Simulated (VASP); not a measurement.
Runs of VASP 6.6.1 on SnSe2. The structure is that of space group P-3m1 (No. 164), or close to it. The cells are those of the table. 

```csv
cell,gap on the mesh (eV),largest force (eV/Å)
"a = 3.749, b = 3.749, c = 32.374 Å, angles 90.0, 90.0, 120.0°, 3 atoms",1.17,(b)
"a = 3.902, b = 3.902, c = 32.374 Å, angles 90.0, 90.0, 120.0°, 3 atoms",1.17,0.95
"a = 3.978, b = 3.978, c = 32.374 Å, angles 90.0, 90.0, 120.0°, 3 atoms",(a),0.64
"a = 3.596, b = 3.596, c = 32.374 Å, angles 90.0, 90.0, 120.0°, 3 atoms",0.44,0.10
```

Alike in all rows: task single point; level PBE+D3(BJ); potentials or basis VASP PAW PBE potentials, release 64 (Se, Sn_d); no spin polarisation; k mesh 9 × 9 × 1; cutoff (eV) 520; smearing gaussian 0.02 eV.

Question: Estimate the missing entries.

Answer: (a) 1.11; (b) 1.72.

Caveats: spin-orbit coupling is left out, which moves the levels of the heavy elements.

A k mesh can miss the band edges, and the runs leave out spin-orbit coupling on Se, Sn.
